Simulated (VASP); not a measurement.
# SnO (zincblende type): electric field gradients with PBE

Crystal: SnO (zincblende type).

```
Sn O
1.0
     0.00000    2.70060    2.70060
     2.70060    0.00000    2.70060
     2.70060    2.70060    0.00000
Sn O
1 1
Direct
  0.00000 0.00000 0.00000
  0.25000 0.25000 0.25000
```

This cell differs from its parent crystal: volume scaled by 0.96.

```
Program                : VASP 6.6.1
Task                   : electric field gradients
Functional             : PBE
Potentials or basis    : VASP PAW PBE potentials, release 64 (Sn_d, O)
Cutoff                 : 520 eV
k mesh                 : 12 × 12 × 12
Occupations            : fermi-dirac, width 0.08 eV
Spin                   : no spin polarisation
Dipole correction      : no
Further INCAR settings : ALGO = Normal; EDIFF = 1e-08; NBANDS = 17
```

The pressure is 2.7 GPa. The band gap on the k mesh is zero (band 10 reaches 6.27 eV, above the bottom of band 11 at 6.09 eV).

Levels at points of the mesh, in eV from the Fermi level:
| k point | band 8 | band 9 | band 10 | band 11 | band 12 | band 13 |
| --- | --- | --- | --- | --- | --- | --- |
| (0.00, 0.00, 0.00) | -3.73 | -3.73 | -3.73 | 4.50 | 4.50 | 4.50 |
| (0.50, 0.00, 0.00) | -4.16 | -4.16 | -2.40 | 1.64 | 4.63 | 4.63 |
| (0.50, 0.50, 0.00) | -4.91 | -4.91 | -0.67 | -0.14 | 5.26 | 5.26 |

Wall time 48 s on 1 thread of Intel Xeon 6975P-C, with other jobs on the host, peak memory 0.19 GiB.

Caveat: without QUAD_EFG the Cq values of the log hold for a quadrupole moment of 1 mb, not for the nuclei; spin-orbit coupling is left out, which moves the levels of the heavy elements.
